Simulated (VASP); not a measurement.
# LiH (Fm-3m) in VASP: notebook

The runs below take LiH through single point, with LDA, HSE06.

Program: VASP 6.6.1. These are calculated values, not measurements. Logs are shortened: lines on timing, memory, paths and dates and some standing lists are left out, and cuts for length are marked.

### Step 1. The cell of the first run

The structure is cubic, space group Fm-3m (No. 225). The conventional cell has a = 3.997 Å, b = 3.997 Å, c = 3.997 Å, α = 90.00°, β = 90.00°, γ = 90.00°. Li (site symmetry m-3m) has 6 H at 2.00 Å within 2.6 Å. H (site symmetry m-3m) has 6 Li at 2.00 Å within 2.6 Å.

### Step 2. Single point, LDA

INCAR reads:

```
PREC = Accurate ; ENCUT = 750
EDIFF = 1E-6 ; ISMEAR = 0
SIGMA = 0.01 ; LREAL = F
LASPH = T ; NELM = 120
ALGO = Normal ; ISIF = 2
LWAVE = F ; LCHARG = T
GGA = CA ; LELF = T
LVHAR = T ; NBANDS = 9
GGA_COMPAT = F
```

KPOINTS reads:

```
Automatic mesh
0
Gamma
  4 4 4
```

POSCAR reads:

```
LiH
1.0
    0.0000000000      1.9984726927      1.9984726927
    1.9984726927      0.0000000000      1.9984726927
    1.9984726927      1.9984726927      0.0000000000
Li H
1 1
Direct
    0.0000000000      0.0000000000      0.0000000000
    0.5000000000      0.5000000000      0.5000000000
```

Potentials or basis: VASP PAW LDA potentials, release 64 (Li_sv, H).

Launch:

```console
$ cat potpaw_LDA.64/Li_sv/POTCAR potpaw_LDA.64/H/POTCAR > POTCAR
$ mpirun -np 1 vasp_std > vasp.out
```

OUTCAR:

```text
PREC = Accurate
   ENCUT = 750
   EDIFF = 1E-6
   ISMEAR = 0
   LREAL = F
   LASPH = T
   NELM = 120
   ISIF = 2
   GGA = CA

 ion  position               nearest neighbor table
   1  0.000  0.000  0.000-
   2  0.500  0.500  0.500-

  LATTYP: Found a face centered cubic cell.
 ALAT       =     3.9969453854

  Lattice vectors:

 A1 = (   0.0000000000,   1.9984726927,   1.9984726927)
 A2 = (   1.9984726927,   0.0000000000,   1.9984726927)
 A3 = (   1.9984726927,   1.9984726927,   0.0000000000)

Analysis of symmetry for initial positions (statically):
=====================================================================
 Subroutine PRICEL returns:
 Original cell was already a primitive cell.

 Routine SETGRP: Setting up the symmetry group for a
 face centered cubic supercell.

 Subroutine GETGRP returns: Found 48 space group operations
 (whereof 48 operations were pure point group operations)
 out of a pool of 48 trial point group operations.

The static configuration has the point symmetry O_h .

Analysis of symmetry for dynamics (positions and initial velocities):
=====================================================================
 Subroutine PRICEL returns:
 Original cell was already a primitive cell.

 Routine SETGRP: Setting up the symmetry group for a
 face centered cubic supercell.

 Subroutine GETGRP returns: Found 48 space group operations
 (whereof 48 operations were pure point group operations)
 out of a pool of 48 trial point group operations.

The dynamic configuration has the point symmetry O_h .

 Subroutine INISYM returns: Found 48 space group operations
 (whereof 48 operations are pure point group operations),
 and found     1 'primitive' translations

----------------------------------------------------------------------------------------

                                     Primitive cell

  volume of cell :      15.9634

  direct lattice vectors                    reciprocal lattice vectors
     0.000000000  1.998472693  1.998472693    -0.250191059  0.250191059  0.250191059
     1.998472693  0.000000000  1.998472693     0.250191059 -0.250191059  0.250191059
     1.998472693  1.998472693  0.000000000     0.250191059  0.250191059 -0.250191059

  length of vectors
[... 66 lines left out ...]
   LREAL  =      F    real-space projection
   EDIFFG = 0.1E-04   stopping-criterion for IOM
   NSW    =      0    number of steps for IOM
   IBRION =     -1    ionic relax: 0-MD 1-quasi-New 2-CG
   NFREE  =      0    steps in history (QN), initial steepest desc. (CG)
   ISIF   =      2    stress and relaxation
   ISYM   =      2    0-nonsym 1-usesym 2-fastsym
   POTIM  = 0.5000    time-step for ionic-motion
   TEBEG  =    0.0;   TEEND  =   0.0 temperature during run
   PSTRESS=    0.0 pullay stress
   NELECT =       4.0000    total number of electrons
   NUPDOWN=      -1.0000    fix difference up-down
   EMIN   =  10.00;   EMAX   =-10.00  energy-range for DOS
   EFERMI =   0.00;   METHOD = LEGACY
   ISMEAR =     0;   SIGMA  =   0.01  broadening in eV -4-tet -1-fermi 0-gaus
   EFERMI_NEDOS =   21; number of points for ismear=-14 and -15
   IALGO  =     38    algorithm
   IMIX   =      4    mixing-type and parameters
     AMIX     =   0.40;   BMIX     =  1.00
     AMIX_MAG =   1.60;   BMIX_MAG =  1.00
  volume/ion in A,a.u.               =       7.98        53.86
  Fermi-wavevector in a.u.,A,eV,Ry     =   1.032096  1.950378 14.493217  1.065221
  Thomas-Fermi vector in A             =   2.166276
   LORBIT       =      0    0 simple, 1 ext, 2 COOP (PROOUT), +10 PAW based schemes
   GGA     = CA    functional components
   LHFCALC =     F    Hartree Fock is set to
   AEXX    =    0.0000 exact exchange contribution
   IVDW    =     0    specifies the selected vdW correction
   LEPSILON=     F    determine dielectric tensor
   LRPA    =     F    only Hartree local field effects (RPA)
 non-spin polarized calculation
 Gauss-broadening in eV      SIGMA  =   0.01
  energy-cutoff  :      750.00
  volume of cell :       15.96
 maximum number of plane-waves:       754
 NGX is ok and might be reduce to    28
   NGX = 13   NGY = 13   NGZ = 13

 number of electron       4.0000001 magnetization

 Free energy of the ion-electron system (eV)
  ---------------------------------------------------
  ext. energy  EPLUGINS =         0.00000000
  ---------------------------------------------------
  free energy    TOTEN  =        -6.46945472 eV

  energy without entropy =       -6.46945472  energy(sigma->0) =       -6.46945472

 E-fermi :   0.5085     XC(G=0):  -8.8293

 val. band max:        0.2673298534   @ k =   0.5000   0.5000   0.0000
 cond. band min:       2.8502491244   @ k =   0.5000   0.5000   0.0000
 fundamental gap:      2.5829192710
 Fermi energy:         0.5084868305

 k-point     1 :       0.0000    0.0000    0.0000
  band No.  band energies     occupation
      1     -43.2171      2.00000
      2      -5.3382      2.00000
      3      16.4968      0.00000
      4      17.7380      0.00000
      5      17.7380      0.00000
      6      17.7380      0.00000
      7      22.5908      0.00000
      8      22.5908      0.00000
      9      22.5908      0.00000
[... 73 lines left out ...]
 k-point     8 :      -0.2500    0.5000    0.2500
  band No.  band energies     occupation
      1     -43.1463      2.00000
      2       0.0047      2.00000
      3       5.1470      0.00000
      4       5.1470      0.00000
      5      11.8017      0.00000
      6      17.5849      0.00000
      7      24.1123      0.00000
      8      24.1123      0.00000
      9      28.0490      0.00000

------------------------ aborting loop because EDIFF is reached ----------------------------------------

  FORCE on cell =-STRESS in cart. coord.  units (eV):
  Direction    XX          YY          ZZ          XY          YZ          ZX
  --------------------------------------------------------------------------------------
  -------------------------------------------------------------------------------------
  Total       -0.2123122     -0.2123122     -0.2123122     -0.0000000      0.0000000      0.0000000
  in kB      -21.3088885    -21.3088885    -21.3088885     -0.0000000      0.0000000      0.0000000
  external PRESSURE =     -21.3088885 kB  Pullay stress =       0.0000000 kB

 VOLUME and BASIS-vectors are now :
 -----------------------------------------------------------------------------
  energy-cutoff  :      750.00
  volume of cell :       15.96
      direct lattice vectors                 reciprocal lattice vectors
     0.000000000  1.998472693  1.998472693    -0.250191059  0.250191059  0.250191059
     1.998472693  0.000000000  1.998472693     0.250191059 -0.250191059  0.250191059
     1.998472693  1.998472693  0.000000000     0.250191059  0.250191059 -0.250191059

 POSITION                                       TOTAL-FORCE (eV/Angst)
 -----------------------------------------------------------------------------------
      0.00000      0.00000      0.00000         0.000000      0.000000      0.000000
      1.99847      1.99847      1.99847        -0.000000     -0.000000     -0.000000
 -----------------------------------------------------------------------------------
    total drift:                                0.000000      0.000000      0.000000

  FREE ENERGIE OF THE ION-ELECTRON SYSTEM (eV)
  ---------------------------------------------------
  free  energy   TOTEN  =        -6.4694547199 eV

  energy  without entropy=       -6.4694547199  energy(sigma->0) =       -6.46945472
```

OSZICAR:

```text
N       E                     dE             d eps       ncg     rms          rms(c)
DAV:   1    -0.560323586212E+00   -0.56032E+00   -0.20695E+03   144   0.531E+02
DAV:   2    -0.655784902234E+01   -0.59975E+01   -0.59502E+01   189   0.649E+01
DAV:   3    -0.673128346705E+01   -0.17343E+00   -0.17325E+00   189   0.844E+00
DAV:   4    -0.673150888650E+01   -0.22542E-03   -0.22540E-03   171   0.390E-01
DAV:   5    -0.673151001664E+01   -0.11301E-05   -0.11302E-05   205   0.277E-02    0.284E+00
DAV:   6    -0.653552831866E+01    0.19598E+00   -0.16547E-01   154   0.120E+00    0.140E+00
DAV:   7    -0.646874890371E+01    0.66779E-01   -0.19996E-01   172   0.147E+00    0.206E-01
DAV:   8    -0.646950931065E+01   -0.76041E-03   -0.30810E-03   155   0.397E-01    0.419E-02
DAV:   9    -0.646945477283E+01    0.54538E-04   -0.17454E-04   162   0.535E-02    0.464E-03
DAV:  10    -0.646945471987E+01    0.52961E-07   -0.55171E-06   169   0.195E-02
   1 F= -.64694547E+01 E0= -.64694547E+01  d E =0.000000E+00
```

stdout:

```text
POSCAR found type information on POSCAR LiH
 POSCAR found :  2 types and       2 ions
 scaLAPACK will be used
 LDA part: xc-table for (Slater(with rela. corr.)+CA(PZ))
 , standard interpolation
 POSCAR, INCAR and KPOINTS ok, starting setup
 FFT: planning ... GRIDC
 FFT: planning ... GRID_SOFT
 FFT: planning ... GRID
 WAVECAR not read
 entering main loop
```

It took 2.1 s on 1 thread of Intel Xeon Platinum 8488C (Sapphire Rapids), shared host; peak memory 0.12 GiB.

What came out:

```
Free energy            : -6.4695 eV
Pressure               : -2.1 GPa
Band gap on the k mesh : 2.58 eV, direct
```

Levels at points of the mesh, in eV from the valence-band top:
```tsv
k point	band 1	band 2	band 3	band 4	band 5	band 6
(0.00, 0.00, 0.00)	-43.48	-5.61	16.23	17.47	17.47	17.47
(0.50, 0.00, 0.00)	-43.43	-2.79	4.63	13.59	16.03	16.03
(0.50, 0.50, 0.00)	-43.41	0.00	2.58	10.42	10.42	13.70
```

Caveat: the k points lie up to 0.68 Å⁻¹ apart. A k mesh can miss the band edges.

### Step 3. Single point, LDA

INCAR reads:

```
SYSTEM = LiH
  ALGO = Normal
  EDIFF = 1E-6
  ENCUT = 750
  GGA = CA
  GGA_COMPAT = .FALSE.
  ISIF = 2
  ISMEAR = 0
  LASPH = .TRUE.
  LCHARG = .TRUE.
  LELF = .TRUE.
  LREAL = .FALSE.
  LVHAR = .TRUE.
  LWAVE = .FALSE.
  NBANDS = 9
  NELM = 120
  PREC = Accurate
  SIGMA = 0.01
```

KPOINTS reads:

```
k-points
0
G
  4 4 4
  0 0 0
```

POSCAR is that of step 2.

Potentials or basis: VASP PAW LDA potentials, release 64 (Li_sv, H).

Launch:

```console
$ cat potpaw_LDA.64/Li_sv/POTCAR potpaw_LDA.64/H/POTCAR > POTCAR
$ mpirun -np 1 vasp_std > vasp.out
```

It took 3.5 s on 1 thread of Intel Xeon Platinum 8488C (Sapphire Rapids), shared host; peak memory 0.13 GiB.

The run converged. Its results:

```yaml
Free_energy: -6.4695 eV
Pressure: -2.1 GPa
Band_gap_on_the_k_mesh: 2.58 eV, direct
```

Levels at points of the mesh, in eV from the valence-band top:
| k point | band 1 | band 2 | band 3 | band 4 | band 5 | band 6 | band 7 |
| --- | --- | --- | --- | --- | --- | --- | --- |
| (0.00, 0.00, 0.00) | -43.48 | -5.61 | 16.23 | 17.47 | 17.47 | 17.47 | 22.32 |
| (0.50, 0.00, 0.00) | -43.43 | -2.79 | 4.63 | 13.59 | 16.03 | 16.03 | 18.87 |
| (0.50, 0.50, 0.00) | -43.41 | 0.00 | 2.58 | 10.42 | 10.42 | 13.70 | 17.06 |

Caveat: the k points lie up to 0.68 Å⁻¹ apart. As with any semilocal functional, this LDA gap is likely too small.

### Step 4. Single point, HSE06

POSCAR is that of step 3.

INCAR.step1 reads:

```
SYSTEM = LiH
PREC     = Accurate       ! precision mode
ENCUT    = 650            ! plane-wave cutoff, eV
EDIFF    = 1E-5           ! SCF threshold, eV
ISMEAR   = 0              ! smearing method
SIGMA    = 0.01           ! smearing width, eV
LREAL    = .FALSE.        ! projectors in reciprocal space
LASPH    = .TRUE.         ! aspherical terms in the spheres
NELM     = 120            ! most SCF steps
ALGO     = Normal         ! electronic algorithm
ISIF     = 2              ! what is computed and relaxed
LWAVE    = .TRUE.         ! write WAVECAR
LCHARG   = .FALSE.        ! write CHGCAR
NBANDS   = 9              ! bands
GGA      = PE             ! functional
GGA_COMPAT= .FALSE.
```

INCAR.step2 reads:

```
SYSTEM = LiH
PREC     = Accurate       ! precision mode
ENCUT    = 650            ! plane-wave cutoff, eV
EDIFF    = 1E-6           ! SCF threshold, eV
ISMEAR   = 0              ! smearing method
SIGMA    = 0.01           ! smearing width, eV
LREAL    = .FALSE.        ! projectors in reciprocal space
LASPH    = .TRUE.         ! aspherical terms in the spheres
NELM     = 120            ! most SCF steps
ALGO     = Normal         ! electronic algorithm
ISIF     = 2              ! what is computed and relaxed
LWAVE    = .FALSE.        ! write WAVECAR
LCHARG   = .FALSE.        ! write CHGCAR
GGA      = PE             ! functional
LHFCALC  = .TRUE.         ! exact exchange
HFSCREEN = 0.2079         ! screening, 1/A
PRECFOCK = Normal       
NBANDS   = 9              ! bands
ISTART   = 1            
GGA_COMPAT= .FALSE.
```

KPOINTS reads:

```
Automatic mesh
0
G
  4 4 4
  0 0 0
```

Potentials or basis: VASP PAW PBE potentials, release 64 (Li_sv, H).

Launch:

```console
$ cat potpaw_PBE.64/Li_sv/POTCAR potpaw_PBE.64/H/POTCAR > POTCAR
$ cp INCAR.step1 INCAR
$ mpirun -np 1 vasp_std > vasp.out
$ cp INCAR.step2 INCAR
$ mpirun -np 1 vasp_std > vasp.out
```

It took 21 s on 1 thread of Intel Xeon Platinum 8488C (Sapphire Rapids), shared host; peak memory 0.23 GiB.

Results (log left out):

```
Free energy            : -6.7772 eV
Pressure               : -0.3 GPa
Band gap on the k mesh : 4.00 eV, direct
```

Levels at points of the mesh, in eV from the valence-band top:
```csv
k point,band 1,band 2,band 3,band 4,band 5,band 6,band 7
"(0.00, 0.00, 0.00)",-47.27,-6.09,18.08,19.57,19.57,19.57,24.20
"(0.50, 0.00, 0.00)",-47.22,-2.88,6.00,15.36,18.11,18.11,20.72
"(0.50, 0.50, 0.00)",-47.21,0.00,4.00,12.24,12.24,15.36,19.07
```

Caveat: the k points lie up to 0.68 Å⁻¹ apart; the PAW data sets were made with another functional, which shifts forces and pressure a little. A k mesh can miss the band edges.
